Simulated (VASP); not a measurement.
# Be8SbS6 (a cell with a defect) in VASP: further runs

The runs below take Be8SbS6 (a cell with a defect) through single point, with PBEsol, PBEsol+D4, PBE, PBEsol+D3(BJ).

Program: VASP 6.6.1. These are calculated values, not measurements. Logs are shortened: lines on timing, memory, paths and dates and some standing lists are left out, and cuts for length are marked.

## (1) The cell of the first run

The cell holds a defect, 15 atoms: a = 6.842 Å, b = 6.842 Å, c = 6.842 Å, α = 60.00°, β = 60.00°, γ = 60.00°.

## (2) Single point, PBEsol, collinear spin

INCAR reads:

```
ALGO     = Normal         # electronic algorithm
EDIFF    = 1E-6           # SCF threshold, eV
ENCUT    = 400            # plane-wave cutoff, eV
GGA      = PS             # functional
GGA_COMPAT= F            
ISIF     = 2              # what is computed and relaxed
ISMEAR   = -1             # smearing method
ISPIN    = 2              # spin polarisation
ISYM     = -1           
LASPH    = T              # aspherical terms in the spheres
LCHARG   = T              # write CHGCAR
LELF     = T              # ELF
LORBIT   = 11             # projections on sites
LREAL    = Auto         
LVHAR    = T            
LWAVE    = F              # write WAVECAR
MAGMOM   = 0.143 0.143 0.143 0.143 0 0.143 0 0.143 0 0 0 0 0 0 0.143 # initial moments
NBANDS   = 46             # bands
NELECT   = 55.0         
NELM     = 200            # most SCF steps
PREC     = Accurate       # precision mode
SIGMA    = 0.05           # smearing width, eV
```

KPOINTS reads:

```
explicit points
4
Reciprocal
  0.25000000   0.25000000   0.25000000 2
  0.25000000   0.25000000   0.75000000 2
  0.25000000   0.75000000   0.25000000 2
  0.25000000   0.75000000   0.75000000 2
```

POSCAR reads:

```
Be8SbS6
1.0
    0.0000000000      4.8379960000      4.8379960000
    4.8379960000      0.0000000000      4.8379960000
    4.8379960000      4.8379960000      0.0000000000
Be S Sb
8 6 1
Direct
    0.9956230000      0.9943650000      0.0065820000
    0.5000340000      0.4959370000      0.5030620000
    0.9997410000      0.0144290000      0.5084830000
    0.4938770000      0.5040310000      0.0007210000
    0.9994250000      0.5018600000      0.0007300000
    0.5040390000      0.9885300000      0.5048520000
    0.5004740000      0.9899660000      0.0059770000
    0.0097830000      0.5083120000      0.4896630000
    0.1102170000      0.1284970000      0.1195130000
    0.6254880000      0.6268710000      0.1255940000
    0.1254130000      0.6241830000      0.1145560000
    0.6291560000      0.1230770000      0.6182280000
    0.6254120000      0.1322080000      0.1126600000
    0.1223310000      0.6262580000      0.6273920000
    0.6364210000      0.6264960000      0.6127300000
```

Potentials or basis: VASP PAW PBE potentials, release 64 (Be, S, Sb).

Command:

```bash
$ cat potpaw_PBE.64/Be/POTCAR potpaw_PBE.64/S/POTCAR potpaw_PBE.64/Sb/POTCAR > POTCAR
$ mpirun -np 1 vasp_std > vasp.out
```

OUTCAR:

```text
EDIFF = 1E-6
   ENCUT = 400
   GGA = PS
   ISIF = 2
   ISMEAR = -1
   ISPIN = 2
   ISYM = -1
   LASPH = T
   LORBIT = 11
   LREAL = Auto
   NELECT = 55.0
   NELM = 200
   PREC = Accurate

 ion  position               nearest neighbor table
   1  0.996  0.994  0.007-   9 2.02  11 2.07  13 2.07
   2  0.500  0.496  0.503-  12 2.08  15 2.11  10 2.11  14 2.11
   3  1.000  0.014  0.508-  12 2.08  14 2.17   9 2.18
   4  0.494  0.504  0.001-  11 2.06  13 2.08  10 2.12  15 2.17
   5  0.999  0.502  0.001-  11 2.02  14 2.09  10 2.09   9 2.09
   6  0.504  0.989  0.505-  15 2.02  12 2.09  13 2.19
   7  0.500  0.990  0.006-  10 2.03  13 2.09  12 2.17   9 2.18
   8  0.010  0.508  0.490-  14 2.06  15 2.09  11 2.10
   9  0.110  0.128  0.120-   1 2.02   5 2.09   7 2.18   3 2.18
  10  0.625  0.627  0.126-   7 2.03   5 2.09   2 2.11   4 2.12
  11  0.125  0.624  0.115-   5 2.02   4 2.06   1 2.07   8 2.10
  12  0.629  0.123  0.618-   3 2.08   2 2.08   6 2.09   7 2.17
  13  0.625  0.132  0.113-   1 2.07   4 2.08   7 2.09   6 2.19
  14  0.122  0.626  0.627-   8 2.06   5 2.09   2 2.11   3 2.17
  15  0.636  0.626  0.613-   6 2.02   8 2.09   2 2.11   4 2.17

IMPORTANT INFORMATION: All symmetrisations will be switched off!
NOSYMM: (Re-)initialisation of all symmetry stuff for point group C_1.

----------------------------------------------------------------------------------------

                                     Primitive cell

  volume of cell :     226.4783

  direct lattice vectors                    reciprocal lattice vectors
     0.000000000  4.837996000  4.837996000    -0.103348577  0.103348577  0.103348577
     4.837996000  0.000000000  4.837996000     0.103348577 -0.103348577  0.103348577
     4.837996000  4.837996000  0.000000000     0.103348577  0.103348577 -0.103348577

  length of vectors
     6.841959558  6.841959558  6.841959558     0.179004985  0.179004985  0.179004985

  position of ions in fractional coordinates (direct lattice)
     0.995623000  0.994365000  0.006582000
     0.500034000  0.495937000  0.503062000
     0.999741000  0.014429000  0.508483000
     0.493877000  0.504031000  0.000721000
     0.999425000  0.501860000  0.000730000
     0.504039000  0.988530000  0.504852000
     0.500474000  0.989966000  0.005977000
     0.009783000  0.508312000  0.489663000
     0.110217000  0.128497000  0.119513000
     0.625488000  0.626871000  0.125594000
     0.125413000  0.624183000  0.114556000
     0.629156000  0.123077000  0.618228000
     0.625412000  0.132208000  0.112660000
     0.122331000  0.626258000  0.627392000
     0.636421000  0.626496000  0.612730000

  ion indices of the primitive-cell ions
   primitive index   ion index
                 1           1
                 2           2
                 3           3
                 4           4
                 5           5
                 6           6
                 7           7
                 8           8
                 9           9
                10          10
                11          11
                12          12
                13          13
                14          14
                15          15

----------------------------------------------------------------------------------------

 KPOINTS: explicit points

Read explicit list of k-points.

 Found      4 k-points:

 Following reciprocal coordinates:
            Coordinates               Weight
  0.250000  0.250000  0.250000      0.250000
  0.250000  0.250000  0.750000      0.250000
  0.250000  0.750000  0.250000      0.250000
  0.250000  0.750000  0.750000      0.250000
   k-points           NKPTS =      4   k-points in BZ     NKDIM =      4   number of bands    NBANDS=     46
   number of dos      NEDOS =    301   number of ions     NIONS =     15
   total plane-waves  NPLWV = 110592
   dimension x,y,z NGX =    48 NGY =   48 NGZ =   48
   dimension x,y,z NGXF=    96 NGYF=   96 NGZF=   96
   ions per type =               8   6   1
   NGX,Y,Z   is equivalent  to a cutoff of  11.66, 11.66, 11.66 a.u.
   NGXF,Y,Z  is equivalent  to a cutoff of  23.33, 23.33, 23.33 a.u.
 SYSTEM =  unknown system
   PREC   = accura    normal or accurate (medium, high low for compatibility)
   ISTART =      0    job   : 0-new  1-cont  2-samecut
   ICHARG =      2    charge: 1-file 2-atom 10-const
   ISPIN  =      2    spin polarized calculation?
   LNONCOLLINEAR =      F non collinear calculations
   LSORBIT =      F    spin-orbit coupling
   LASPH  =      T    aspherical Exc in radial PAW
   ENCUT  =  400.0 eV  29.40 Ry    5.42 a.u.  11.16 11.16 11.16*2*pi/ulx,y,z
   NELM   =    200;   NELMIN=  2; NELMDL= -5     # of ELM steps
   EDIFF  = 0.1E-05   stopping-criterion for ELM
   LREAL  =      T    real-space projection
   EDIFFG = 0.1E-04   stopping-criterion for IOM
   NSW    =      0    number of steps for IOM
   IBRION =     -1    ionic relax: 0-MD 1-quasi-New 2-CG
   NFREE  =      0    steps in history (QN), initial steepest desc. (CG)
   ISIF   =      2    stress and relaxation
   ISYM   =     -1    0-nonsym 1-usesym 2-fastsym
   POTIM  = 0.5000    time-step for ionic-motion
   TEBEG  =    0.0;   TEEND  =   0.0 temperature during run
   PSTRESS=    0.0 pullay stress
   NELECT =      55.0000    total number of electrons
   NUPDOWN=      -1.0000    fix difference up-down
   EMIN   =  10.00;   EMAX   =-10.00  energy-range for DOS
   EFERMI =   0.00;   METHOD = LEGACY
   ISMEAR =    -1;   SIGMA  =   0.05  broadening in eV -4-tet -1-fermi 0-gaus
   EFERMI_NEDOS =   21; number of points for ismear=-14 and -15
   IALGO  =     38    algorithm
   IMIX   =      4    mixing-type and parameters
     AMIX     =   0.40;   BMIX     =  1.00
     AMIX_MAG =   1.60;   BMIX_MAG =  1.00
  volume/ion in A,a.u.               =      15.10       101.89
  Fermi-wavevector in a.u.,A,eV,Ry     =   1.021379  1.930126 14.193800  1.043215
  Thomas-Fermi vector in A             =   2.155000
   LORBIT       =     11    0 simple, 1 ext, 2 COOP (PROOUT), +10 PAW based schemes
   GGA     = PS    functional components
   LHFCALC =     F    Hartree Fock is set to
   AEXX    =    0.0000 exact exchange contribution
   IVDW    =     0    specifies the selected vdW correction
   LEPSILON=     F    determine dielectric tensor
   LRPA    =     F    only Hartree local field effects (RPA)
 spin polarized calculation
  energy-cutoff  :      400.00
  volume of cell :      226.48
 maximum number of plane-waves:      4111
 NGX is ok and might be reduce to    48
   NGX = 23   NGY = 23   NGZ = 23

 number of electron      54.9999998 magnetization       0.0038313

 Free energy of the ion-electron system (eV)
  ---------------------------------------------------
  ext. energy  EPLUGINS =         0.00000000
  ---------------------------------------------------
  free energy    TOTEN  =       -79.08023331 eV

  energy without entropy =      -79.03290544  energy(sigma->0) =      -79.05656937

 E-fermi :   4.1724     XC(G=0):  -9.5532

 val. band max:        4.0827465449   @ k =   0.2500   0.2500   0.2500
 cond. band min:       4.2198672129   @ k =   0.2500   0.7500   0.2500
 fundamental gap:      0.1371206680
 Fermi energy:         4.1724324445

 spin component 1

 k-point     1 :       0.2500    0.2500    0.2500
  band No.  band energies     occupation
      1      -9.2214      1.00000
      2      -8.3246      1.00000
      3      -8.1240      1.00000
      4      -7.5820      1.00000
      5      -7.4938      1.00000
      6      -7.4407      1.00000
[... 31 lines left out ...]
     38       9.8876      0.00000
     39       9.9553      0.00000
[... 124 lines left out ...]
     38      10.3287      0.00000
     39      10.4968      0.00000
 Fermi energy:         4.1724324445

 spin component 2

 k-point     1 :       0.2500    0.2500    0.2500
  band No.  band energies     occupation
      1      -9.2212      1.00000
      2      -8.3244      1.00000
      3      -8.1240      1.00000
      4      -7.5816      1.00000
      5      -7.4936      1.00000
      6      -7.4406      1.00000
[... 31 lines left out ...]
     38       9.8879      0.00000
     39       9.9555      0.00000
[... 124 lines left out ...]
     38      10.3289      0.00000
     39      10.4970      0.00000
 [bands above 39 left out]

------------------------ aborting loop because EDIFF is reached ----------------------------------------

  FORCE on cell =-STRESS in cart. coord.  units (eV):
  Direction    XX          YY          ZZ          XY          YZ          ZX
  --------------------------------------------------------------------------------------
  -------------------------------------------------------------------------------------
  Total       -9.9896369    -11.0923607     -9.2535566     -2.7038094      2.1362272      2.8112464
  in kB      -70.6697858    -78.4707957    -65.4625258    -19.1275850     15.1123329     19.8876281
  external PRESSURE =     -71.5343691 kB  Pullay stress =       0.0000000 kB

 VOLUME and BASIS-vectors are now :
 -----------------------------------------------------------------------------
  energy-cutoff  :      400.00
  volume of cell :      226.48
      direct lattice vectors                 reciprocal lattice vectors
     0.000000000  4.837996000  4.837996000    -0.103348577  0.103348577  0.103348577
     4.837996000  0.000000000  4.837996000     0.103348577 -0.103348577  0.103348577
     4.837996000  4.837996000  0.000000000     0.103348577  0.103348577 -0.103348577

 POSITION                                       TOTAL-FORCE (eV/Angst)
 -----------------------------------------------------------------------------------
      4.84258      4.84866      9.62755         0.759415      0.558185     -0.537760
      4.83315      4.85297      4.81850        -1.742950     -1.881252     -2.489613
      2.52985      7.29678      4.90655        -1.547044     -1.066561     -0.984616
      2.44199      2.39286      4.82787         2.339168      2.411274     -1.724591
      2.43153      4.83875      7.26321        -0.516672     -0.409761     -0.558693
      7.22498      4.88101      7.22104         2.680575     -2.000337      3.862940
      4.81837      2.45021      7.21074         0.238918     -0.856084      0.066158
      4.82820      2.41632      2.50654        -1.158776      1.846414      2.872438
      1.19987      1.11143      1.15490         0.164951      1.106790      0.779596
      3.64042      3.63373      6.05891        -0.375625     -0.215718     -0.162468
      3.57402      1.16097      3.62654         0.132736      0.195931      0.293056
      3.58643      6.03484      3.63930         0.509852      0.012889     -0.229857
      1.18467      3.57079      3.66536        -0.115028     -0.104620     -0.392145
      6.06515      3.62716      3.62167        -0.049934      0.052037      0.641422
      5.99537      6.04339      6.10999        -1.319584      0.350814     -1.435867
 -----------------------------------------------------------------------------------
    total drift:                                0.000614      0.000387     -0.004553

  FREE ENERGIE OF THE ION-ELECTRON SYSTEM (eV)
  ---------------------------------------------------
  free  energy   TOTEN  =       -79.0802333050 eV

  energy  without entropy=      -79.0329054416  energy(sigma->0) =      -79.05656937

 total charge

# of ion       s       p       d       tot
------------------------------------------
    1        0.381   0.562   0.000   0.943
    2        0.422   0.723   0.000   1.145
    3        0.342   0.474   0.000   0.816
    4        0.425   0.671   0.000   1.095
    5        0.391   0.672   0.000   1.063
    6        0.432   0.607   0.000   1.039
    7        0.376   0.617   0.000   0.993
    8        0.425   0.619   0.000   1.044
    9        1.297   2.449   0.000   3.746
   10        1.305   2.441   0.000   3.745
   11        1.306   2.447   0.000   3.753
   12        1.303   2.437   0.000   3.740
   13        1.310   2.403   0.000   3.714
   14        1.303   2.436   0.000   3.738
   15        1.158   1.584   0.042   2.784
--------------------------------------------------
tot         12.175  21.140   0.042  33.358

 magnetization (x)

# of ion       s       p       d       tot
------------------------------------------
    1        0.000  -0.000   0.000   0.000
    2        0.000   0.000   0.000   0.000
    3        0.000   0.000   0.000   0.000
    4        0.000   0.000   0.000   0.000
    5       -0.000  -0.000   0.000  -0.000
    6        0.000   0.000   0.000   0.000
    7        0.000  -0.000   0.000  -0.000
    8        0.000   0.000   0.000   0.000
    9       -0.000  -0.000   0.000  -0.000
   10        0.000   0.000   0.000   0.000
   11        0.000   0.000   0.000   0.000
   12        0.000   0.000   0.000   0.000
   13       -0.000  -0.000   0.000  -0.000
   14        0.000   0.000   0.000   0.000
   15        0.000   0.001   0.000   0.001
--------------------------------------------------
tot          0.000   0.002   0.000   0.002
```

Run time: 3.5 min. Hardware: 1 thread of Intel Xeon Platinum 8488C (Sapphire Rapids), shared host; peak memory 0.4 GiB.

What came out:

- Free energy: -79.0802 eV
- Largest force: 5.110 eV/Å
- Net moment: 0.00 μB per cell
- Valence electrons inside the program's atomic spheres: Be 0.94, 1.15, 0.82, 1.09, 1.06, 1.04, 0.99 (each value once); S 3.75, 3.74, 3.71 (each value once); Sb 2.78

Forces in eV/Å, atoms in the order of the input:
```
Be   0.759  0.558 -0.538
Be  -1.743 -1.881 -2.490
Be  -1.547 -1.067 -0.985
Be   2.339  2.411 -1.725
Be  -0.517 -0.410 -0.559
Be   2.681 -2.000  3.863
Be   0.239 -0.856  0.066
Be  -1.159  1.846  2.872
S    0.165  1.107  0.780
S   -0.376 -0.216 -0.162
S    0.133  0.196  0.293
S    0.510  0.013 -0.230
S   -0.115 -0.105 -0.392
S   -0.050  0.052  0.641
Sb  -1.320  0.351 -1.436
```

Caveat: the cell carries a net charge on a neutralising background, which shifts energy and pressure; the cell is charged against a uniform background, so pressure and absolute levels hang on convention; the PAW data sets were made with another functional, which shifts forces and pressure a little; spin-orbit coupling is left out, which moves the levels of the heavy elements.

(Continued in part 2 of 3.)
